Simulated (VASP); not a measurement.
The system is I.

```
I
1.0
     0.00000    2.41200    3.98652
     2.23524    0.00000    3.98652
     2.23524    2.41200    0.00000
I
1
Cartesian
  0.0000 0.0000 0.0000
```

Base run:

* Program: VASP 6.6.1
* Functional: PBEsol
* Potentials or basis: VASP PAW PBE potentials, release 64 (I)
* Cutoff: 520 eV
* k mesh: 9 × 9 × 9
* Occupations: fermi-dirac, width 0.05 eV
* Spin: no spin polarisation

Its results: band gap on the k mesh zero (an odd number of electrons rules out a gap without spin polarisation); pressure -2.5 GPa.

Question: The run is repeated on the same cell with these changes: functional from PBEsol to BLYP; further incar settings from ALGO = Normal; EDIFF = 1e-06; NBANDS = 10 to ALGO = Normal; EDIFF = 1e-07; NBANDS = 10. What comes out?

Answer: Band gap on the k mesh zero (an odd number of electrons rules out a gap without spin polarisation); pressure 1.5 GPa.

Caveats: the PAW data sets were made with another functional, which shifts forces and pressure a little; spin-orbit coupling is left out, which moves the levels of the heavy elements; an odd number of electrons without spin polarisation forces a metal; a magnetic or distorted state may lie lower.
